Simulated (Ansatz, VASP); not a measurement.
## Two plane-wave programs on Cd

```
Cd
1.0
     3.04152    0.00000    0.00000
    -1.52076    2.63403    0.00000
     0.00000    0.00000    5.90432
Cd
2
Direct
  0.33333 0.66667 0.25000
  0.66667 0.33333 0.75000
```

Alike in both runs: task single point; functional PBE; k mesh 18 × 18 × 8; occupations gaussian, width 0.1 eV; no spin polarisation.

|  | VASP | Ansatz |
| --- | --- | --- |
| version | VASP 6.6.1 | Ansatz 0.2.0 |
| potentials or method | VASP PAW PBE potentials, release 64 (Cd), cutoff 520 eV | scalar-relativistic, plane waves, PAW |
| valence electrons in the cell | 24 | 40 |

|  | VASP | Ansatz | Ansatz less VASP |
| --- | --- | --- | --- |
| gap on the k mesh at the Fermi level (eV) | none | none | - |
| pressure (GPa) | -1.0 | -1.2 | -0.27 |
| traceless stress, the component that is largest in VASP (GPa) | 0.10 | 0.22 | +0.118 |

A gap of «none» marks a metal or a gap that the smearing closes. VASP's potentials hold 24 valence electrons a cell and Ansatz's 40, so a difference there can come from the potentials and not from the codes.
